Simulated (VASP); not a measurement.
ZnF2: single point with r2SCAN

ZnF2:

```
Zn F
1.0
     4.70336    0.00000    0.00000
     0.00000    4.70336    0.00000
     0.00000    0.00000    3.12679
Zn F
2 4
Direct
  0.00000 0.00000 0.00000
  0.50000 0.50000 0.50000
  0.30319 0.30319 0.00000
  0.19681 0.80319 0.50000
  0.80319 0.19681 0.50000
  0.69681 0.69681 0.00000
```

```
Program                : VASP 6.6.1
Task                   : single point
Functional             : r2SCAN
Potentials or basis    : VASP PAW PBE potentials, release 64 (Zn, F)
Cutoff                 : 660 eV
k mesh                 : 6 × 6 × 8
Occupations            : gaussian, width 0.01 eV
Spin                   : no spin polarisation
Dipole correction      : no
Further INCAR settings : ALGO = Normal; EDIFF = 1e-06; NBANDS = 35
```

```yaml
Pressure: 0.3 GPa
Largest_force: 0.015 eV/Å
Band_gap_on_the_k_mesh: 4.22 eV
```

Forces on the atoms (eV/Å):
```
Zn   0.000  0.000  0.000
Zn   0.000  0.000  0.000
F   -0.010 -0.010  0.000
F    0.010 -0.010  0.000
F   -0.010  0.010  0.000
F    0.010  0.010  0.000
```

Stress tensor (GPa, compression positive):
```
0.25 0.00 0.00
0.00 0.25 0.00
0.00 0.00 0.49
```

Levels at points of the mesh, in eV from the valence-band top:
```csv
k point,band 22,band 23,band 24,band 25,band 26,band 27,band 28,band 29,band 30,band 31
"(0.00, 0.00, 0.00)",-1.67,-1.35,-0.37,-0.37,0.00,4.22,10.26,10.43,10.43,14.14
"(0.50, 0.00, 0.00)",-1.73,-0.67,-0.67,-0.46,-0.46,6.84,6.84,11.35,11.35,13.88
"(0.50, 0.50, 0.00)",-1.52,-1.37,-1.37,-0.39,-0.39,7.84,7.84,9.88,9.88,15.56
"(0.00, 0.00, 0.50)",-1.47,-1.29,-1.29,-1.25,-1.25,9.12,9.12,12.81,12.81,14.03
"(0.50, 0.00, 0.50)",-1.97,-1.43,-1.43,-0.07,-0.07,9.69,9.69,11.16,11.16,14.91
"(0.50, 0.50, 0.50)",-1.62,-1.25,-1.25,-0.81,-0.81,9.03,9.03,12.23,12.23,13.21
```

Wall time 5.4 min on 1 thread of Intel(R) Xeon(R) Platinum 8488C (Sapphire Rapids) (shared host), peak memory 0.29 GiB.

Caveat: the structure was generated, so it needn't be the stable form of ZnF2; the PAW data sets were made with another functional, which shifts forces and pressure a little. A k mesh can miss the band edges.
